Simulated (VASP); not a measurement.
Write the native input for VASP 6.6.1 that does the following.

```
Task                   : single point
Functional             : PBEsol
Potentials or basis    : VASP PAW PBE potentials, release 64 (Co)
Cutoff                 : 520 eV
k mesh                 : 12 × 12 × 7
Occupations            : fermi-dirac, width 0.05 eV
Spin                   : no spin polarisation
Dipole correction      : no
Further INCAR settings : ALGO = Normal; EDIFF = 1e-07; NBANDS = 16
```

The structure of Co lies in POSCAR:

```
Co
1.0
    2.4873648738      0.0000000000      0.0000000000
   -1.2436824369      2.1541211692      0.0000000000
    0.0000000000      0.0000000000      4.0632895034
Co
2
Direct
    0.3333333333      0.6666666667      0.7401390000
    0.6666666667      0.3333333333      0.2598610000
```

These files were run (other wordings do the same):

INCAR

```
SYSTEM = Co
PREC = Accurate
ENCUT = 520
EDIFF = 1E-7
ISMEAR = -1
SIGMA = 0.05
LREAL = .False.
LASPH = .True.
NELM = 80
ALGO = Normal
ISIF = 2
LWAVE = .False.
LCHARG = .True.
GGA = PS
LELF = .True.
LVHAR = .True.
NBANDS = 16
```

KPOINTS

```
Automatic mesh
0
Gamma
  12 12 7
  0 0 0
```

Potentials or basis: VASP PAW PBE potentials, release 64 (Co).

Run with:

```sh
$ cat potpaw_PBE.64/Co/POTCAR > POTCAR
$ mpirun -np 1 vasp_std > vasp.out
```

Results of the run:

```json
{
  "Pressure": "-21.3 GPa",
  "Largest force": "0.523 eV/Å",
  "Band gap on the k mesh": "zero (bands 9 and 10 overlap by 1.31 eV)"
}
```

Caveat: the cell stands under tension; the PAW data sets were made with another functional, which shifts forces and pressure a little; the run has no spin polarisation, though such a crystal can be magnetic.

It took 49 s on 1 thread of Intel Xeon 8259CL, on a shared host, peak memory 0.15 GiB.
